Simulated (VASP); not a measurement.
A run of VASP 6.6.1 is set up as follows.

POSCAR

```
C
1.0
    0.0000000000      1.7801241426      1.7801241426
    1.7801241426      0.0000000000      1.7801241426
    1.7801241426      1.7801241426      0.0000000000
C
2
Direct
    0.0000000000      0.0000000000      0.0000000000
    0.2500000000      0.2500000000      0.2500000000
```

File INCAR.step1:

```
ALGO = Normal
EDIFF = 1E-5
ENCUT = 520
GGA = PE
ISIF = 2
ISMEAR = 0
LASPH = True
LCHARG = False
LREAL = False
LWAVE = True
NBANDS = 11
NELM = 80
PREC = Accurate
SIGMA = 0.01
```

Contents of INCAR.step2:

```
ALGO = Normal
EDIFF = 1E-6
ENCUT = 520
GGA = PE
HFSCREEN = 0.2079
ISIF = 2
ISMEAR = 0
ISTART = 1
LASPH = True
LCHARG = False
LHFCALC = True
LREAL = False
LWAVE = False
NBANDS = 11
NELM = 80
PREC = Accurate
PRECFOCK = Normal
SIGMA = 0.01
```

The input KPOINTS:

```
k-points
0
Gamma
  6 6 6
```

Potentials or basis: VASP PAW PBE potentials, release 64 (C).

The run is started by

```sh
$ cat potpaw_PBE.64/C/POTCAR > POTCAR
$ cp INCAR.step1 INCAR
$ mpirun -np 1 vasp_std > vasp.out
$ cp INCAR.step2 INCAR
$ mpirun -np 1 vasp_std > vasp.out
```

Problem. Predict the band gap on the k mesh.

Solution. 5.33 eV (least direct gap 6.99 eV).

Problem. What does it give for the pressure?

Solution. -4.8 GPa.

Caveat: the k points lie up to 0.51 Å⁻¹ apart; the PAW data sets were made with another functional, which shifts forces and pressure a little. A k mesh can miss the band edges.
